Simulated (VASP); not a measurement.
# BeTe (F-43m) in VASP: further runs

Runs on BeTe. Level: PBE. Tasks: relaxation of cell and atoms.

Program: VASP 6.6.1. These are calculated values, not measurements. Logs are shortened: lines on timing, memory, paths and dates and some standing lists are left out, and cuts for length are marked.

## (1) The cell of the first run

The structure is cubic, space group F-43m (No. 216). Conventional cell: a = 5.540 Å, b = 5.540 Å, c = 5.540 Å, α = 90.00°, β = 90.00°, γ = 90.00°. Be (site symmetry -43m) has 4 Te at 2.40 Å within 3.2 Å. Within 3.2 Å of Te (site symmetry -43m) lie 4 Be at 2.40 Å.

## (2) Relaxation of cell and atoms, PBE, target pressure 5 GPa, at which the enthalpy is minimised

INCAR

```
PREC = Accurate ; ENCUT = 600
EDIFF = 1E-7 ; ISMEAR = 0
SIGMA = 0.01 ; LREAL = False
LASPH = True ; NELM = 120
ALGO = Normal ; ISIF = 3
LWAVE = False ; LCHARG = False
GGA = PE ; IBRION = 2
NSW = 50 ; EDIFFG = -0.02
PSTRESS = 50.0 ; GGA_COMPAT = False
NELMIN = 4
```

KPOINTS

```
Automatic mesh
0
Gamma
  6 6 6
```

POSCAR

```
BeTe
1.0
    0.0000000000      2.7700000000      2.7700000000
    2.7700000000      0.0000000000      2.7700000000
    2.7700000000      2.7700000000      0.0000000000
Be Te
1 1
Direct
    0.0000000000      0.0000000000      0.0000000000
    0.2500000000      0.2500000000      0.2500000000
```

Potentials or basis: VASP PAW PBE potentials, release 64 (Be, Te).

Launch:

```bash
> cat potpaw_PBE.64/Be/POTCAR potpaw_PBE.64/Te/POTCAR > POTCAR
> mpirun -np 1 vasp_std > vasp.out
```

OUTCAR:

```text
PREC = Accurate
   ENCUT = 600
   EDIFF = 1E-7
   ISMEAR = 0
   LREAL = False
   LASPH = True
   NELM = 120
   ISIF = 3
   GGA = PE
   IBRION = 2
   NSW = 50
   EDIFFG = -0.02
   PSTRESS = 50.0
   NELMIN = 4

 ion  position               nearest neighbor table
   1  0.000  0.000  0.000-   2 2.40   2 2.40   2 2.40   2 2.40
   2  0.250  0.250  0.250-   1 2.40   1 2.40   1 2.40   1 2.40

  LATTYP: Found a face centered cubic cell.
 ALAT       =     5.5400000000

  Lattice vectors:

 A1 = (   0.0000000000,   2.7700000000,   2.7700000000)
 A2 = (   2.7700000000,   0.0000000000,   2.7700000000)
 A3 = (   2.7700000000,   2.7700000000,   0.0000000000)

Analysis of symmetry for initial positions (statically):
=====================================================================
 Subroutine PRICEL returns:
 Original cell was already a primitive cell.

 Routine SETGRP: Setting up the symmetry group for a
 face centered cubic supercell.

 Subroutine GETGRP returns: Found 24 space group operations
 (whereof 24 operations were pure point group operations)
 out of a pool of 48 trial point group operations.

The static configuration has the point symmetry T_d .

Analysis of symmetry for dynamics (positions and initial velocities):
=====================================================================
 Subroutine PRICEL returns:
 Original cell was already a primitive cell.

 Routine SETGRP: Setting up the symmetry group for a
 face centered cubic supercell.

 Subroutine GETGRP returns: Found 24 space group operations
 (whereof 24 operations were pure point group operations)
 out of a pool of 48 trial point group operations.

The dynamic configuration has the point symmetry T_d .

 Subroutine INISYM returns: Found 24 space group operations
 (whereof 24 operations are pure point group operations),
 and found     1 'primitive' translations

----------------------------------------------------------------------------------------

                                     Primitive cell

  volume of cell :      42.5079

  direct lattice vectors                    reciprocal lattice vectors
     0.000000000  2.770000000  2.770000000    -0.180505415  0.180505415  0.180505415
     2.770000000  0.000000000  2.770000000     0.180505415 -0.180505415  0.180505415
     2.770000000  2.770000000  0.000000000     0.180505415  0.180505415 -0.180505415

  length of vectors
     3.917371568  3.917371568  3.917371568     0.312644550  0.312644550  0.312644550

  position of ions in fractional coordinates (direct lattice)
     0.000000000  0.000000000  0.000000000
     0.250000000  0.250000000  0.250000000

  ion indices of the primitive-cell ions
   primitive index   ion index
                 1           1
                 2           2

----------------------------------------------------------------------------------------

 KPOINTS: Automatic mesh

Automatic generation of k-mesh.
 Grid dimensions read from file:
 generate k-points for:    6    6    6

 Generating k-lattice:

  Cartesian coordinates                     Fractional coordinates (reciprocal lattice)
    -0.030084236  0.030084236  0.030084236     0.166666667  0.000000000  0.000000000
     0.030084236 -0.030084236  0.030084236     0.000000000  0.166666667  0.000000000
     0.030084236  0.030084236 -0.030084236     0.000000000  0.000000000  0.166666667

  Length of vectors
     0.052107425  0.052107425  0.052107425

  Shift w.r.t. Gamma in fractional coordinates (k-lattice)
     0.000000000  0.000000000  0.000000000

 Subroutine IBZKPT returns following result:
 ===========================================

 Found     16 irreducible k-points:

 Following reciprocal coordinates:
            Coordinates               Weight
  0.000000  0.000000  0.000000      1.000000
  0.166667  0.000000  0.000000      8.000000
  0.333333  0.000000  0.000000      8.000000
  0.500000  0.000000  0.000000      4.000000
  0.166667  0.166667  0.000000      6.000000
  0.333333  0.166667  0.000000     24.000000
[... 8 lines left out ...]
 -0.333333  0.333333  0.166667     24.000000
 -0.333333  0.500000  0.166667     12.000000
   k-points           NKPTS =     16   k-points in BZ     NKDIM =     16   number of bands    NBANDS=      8
   number of dos      NEDOS =    301   number of ions     NIONS =      2
   total plane-waves  NPLWV =  32768
   dimension x,y,z NGX =    32 NGY =   32 NGZ =   32
   dimension x,y,z NGXF=    64 NGYF=   64 NGZF=   64
   ions per type =               1   1
   NGX,Y,Z   is equivalent  to a cutoff of  13.58, 13.58, 13.58 a.u.
   NGXF,Y,Z  is equivalent  to a cutoff of  27.16, 27.16, 27.16 a.u.
 SYSTEM =  unknown system
   PREC   = accura    normal or accurate (medium, high low for compatibility)
   ISTART =      0    job   : 0-new  1-cont  2-samecut
   ICHARG =      2    charge: 1-file 2-atom 10-const
   ISPIN  =      1    spin polarized calculation?
   LNONCOLLINEAR =      F non collinear calculations
   LSORBIT =      F    spin-orbit coupling
   LASPH  =      T    aspherical Exc in radial PAW
   ENCUT  =  600.0 eV  44.10 Ry    6.64 a.u.   7.82  7.82  7.82*2*pi/ulx,y,z
   NELM   =    120;   NELMIN=  4; NELMDL= -5     # of ELM steps
   EDIFF  = 0.1E-06   stopping-criterion for ELM
   LREAL  =      F    real-space projection
   EDIFFG = -.2E-01   stopping-criterion for IOM
   NSW    =     50    number of steps for IOM
   IBRION =      2    ionic relax: 0-MD 1-quasi-New 2-CG
   NFREE  =      1    steps in history (QN), initial steepest desc. (CG)
   ISIF   =      3    stress and relaxation
   ISYM   =      2    0-nonsym 1-usesym 2-fastsym
   POTIM  = 0.5000    time-step for ionic-motion
   TEBEG  =    0.0;   TEEND  =   0.0 temperature during run
   PSTRESS=   50.0 pullay stress
   NELECT =       8.0000    total number of electrons
   NUPDOWN=      -1.0000    fix difference up-down
   EMIN   =  10.00;   EMAX   =-10.00  energy-range for DOS
   EFERMI =   0.00;   METHOD = LEGACY
   ISMEAR =     0;   SIGMA  =   0.01  broadening in eV -4-tet -1-fermi 0-gaus
   EFERMI_NEDOS =   21; number of points for ismear=-14 and -15
   IALGO  =     38    algorithm
   IMIX   =      4    mixing-type and parameters
     AMIX     =   0.40;   BMIX     =  1.00
     AMIX_MAG =   1.60;   BMIX_MAG =  1.00
  volume/ion in A,a.u.               =      21.25       143.43
  Fermi-wavevector in a.u.,A,eV,Ry     =   0.938170  1.772885 11.975354  0.880164
  Thomas-Fermi vector in A             =   2.065355
   LORBIT       =      0    0 simple, 1 ext, 2 COOP (PROOUT), +10 PAW based schemes
   GGA     = PE    functional components
   LHFCALC =     F    Hartree Fock is set to
   AEXX    =    0.0000 exact exchange contribution
   IVDW    =     0    specifies the selected vdW correction
   LEPSILON=     F    determine dielectric tensor
   LRPA    =     F    only Hartree local field effects (RPA)
 conjugate gradient relaxation of ions
 non-spin polarized calculation
 Gauss-broadening in eV      SIGMA  =   0.01
  energy-cutoff  :      600.00
  volume of cell :       42.51
 maximum number of plane-waves:      1435
   NGX = 15   NGY = 15   NGZ = 15

--------------------------------------- Ionic step        1  -------------------------------------------

 number of electron       8.0000000 magnetization

 Free energy of the ion-electron system (eV)
  ---------------------------------------------------
  ext. energy  EPLUGINS =         0.00000000
  ---------------------------------------------------
  free energy    TOTEN  =        -7.57843651 eV

  energy without entropy =       -7.57843651  energy(sigma->0) =       -7.57843651

------------------------ aborting loop because EDIFF is reached ----------------------------------------

  FORCE on cell =-STRESS in cart. coord.  units (eV):
  Direction    XX          YY          ZZ          XY          YZ          ZX
  --------------------------------------------------------------------------------------
  -------------------------------------------------------------------------------------
  Total        1.1943046      1.1943046      1.1943046      0.0000000     -0.0000000     -0.0000000
  in kB       45.0149091     45.0149091     45.0149091      0.0000000     -0.0000000     -0.0000000
  external PRESSURE =      -4.9850909 kB  Pullay stress =      50.0000000 kB

 VOLUME and BASIS-vectors are now :
 -----------------------------------------------------------------------------
  energy-cutoff  :      600.00
  volume of cell :       42.51
      direct lattice vectors                 reciprocal lattice vectors
     0.000000000  2.770000000  2.770000000    -0.180505415  0.180505415  0.180505415
     2.770000000  0.000000000  2.770000000     0.180505415 -0.180505415  0.180505415
     2.770000000  2.770000000  0.000000000     0.180505415  0.180505415 -0.180505415
[... 46 lines left out ...]
  FREE ENERGIE OF THE ION-ELECTRON SYSTEM (eV)
  ---------------------------------------------------
  free  energy   TOTEN  =        -7.5661462485 eV

  energy  without entropy=       -7.5661462485  energy(sigma->0) =       -7.56614625

  enthalpy is  TOTEN    =        -6.2522366751 eV   P V=        1.3139095734

--------------------------------------- Ionic step        3  -------------------------------------------

 number of electron       8.0000000 magnetization

 Free energy of the ion-electron system (eV)
  ---------------------------------------------------
  ext. energy  EPLUGINS =         0.00000000
  ---------------------------------------------------
  free energy    TOTEN  =        -7.56999049 eV

  energy without entropy =       -7.56999049  energy(sigma->0) =       -7.56999049

 E-fermi :   5.7924     XC(G=0):  -9.2828

 val. band max:        5.7466585887   @ k =   0.0000   0.0000   0.0000
 cond. band min:       7.5749528019   @ k =   0.5000   0.5000   0.0000
 fundamental gap:      1.8282942132
 Fermi energy:         5.7923579965

 k-point     1 :       0.0000    0.0000    0.0000
  band No.  band energies     occupation
      1      -6.9359      2.00000
      2       5.7467      2.00000
      3       5.7467      2.00000
      4       5.7467      2.00000
      5       9.3026      0.00000
      6       9.3026      0.00000
      7       9.3026      0.00000
      8       9.9892      0.00000

 k-point     2 :       0.1667    0.0000    0.0000
  band No.  band energies     occupation
      1      -6.6550      2.00000
      2       3.6381      2.00000
      3       5.3277      2.00000
      4       5.3277      2.00000
      5       9.3163      0.00000
      6       9.8882      0.00000
      7       9.8882      0.00000
      8      11.8738      0.00000
[... 174 lines left out ...]
 POSITION                                       TOTAL-FORCE (eV/Angst)
 -----------------------------------------------------------------------------------
      0.00000      0.00000      0.00000         0.000000      0.000000      0.000000
      1.38190      1.38190      1.38190        -0.000000     -0.000000     -0.000000
 -----------------------------------------------------------------------------------
    total drift:                                0.000000      0.000000      0.000000

  FREE ENERGIE OF THE ION-ELECTRON SYSTEM (eV)
  ---------------------------------------------------
  free  energy   TOTEN  =        -7.5699904908 eV

  energy  without entropy=       -7.5699904908  energy(sigma->0) =       -7.56999049

  enthalpy is  TOTEN    =        -6.2523193252 eV   P V=        1.3176711656

 reached required accuracy - stopping structural energy minimisation
```

It took 31 s on 1 thread of Intel Xeon 8259CL, shared host; peak memory 0.18 GiB.

Results:

```
Free energy                                            : -7.5700 eV
Relaxed volume                                         : 21.11 Å³/atom
Relaxed cell                                           : a = 3.909 Å, b = 3.909 Å, c = 3.909 Å, α = 60.00°, β = 60.00°, γ = 60.00°
Space group after relaxing (to 0.05 Å)                 : F-43m (No. 216)
Energy change on relaxing (the enthalpy is what falls) : +4.2 meV/atom
Ionic steps                                            : 3
Pressure after relaxing                                : 5.0 GPa
Band gap on the k mesh                                 : 1.83 eV, indirect (least direct gap 3.56 eV)
```

The path:
```
step  energy change (eV)  largest force (eV/Å)  pressure (GPa)  volume (Å³)
   1              0.0000                0.0000            4.50        42.51
   2              0.0123                0.0000            5.22        42.10
   3              0.0084                0.0000            5.01        42.22
```

Final structure:
```
CELL_PARAMETERS angstrom
0.00000 2.76380 2.76380
2.76380 0.00000 2.76380
2.76380 2.76380 0.00000
ATOMIC_POSITIONS crystal
Be 0.00000 0.00000 0.00000
Te 0.25000 0.25000 0.25000
```

Caveat: the cell is relaxed towards a set pressure, so the enthalpy falls and the energy may rise; spin-orbit coupling is left out, which moves the levels of the heavy elements.

[end of part 1 of 2]
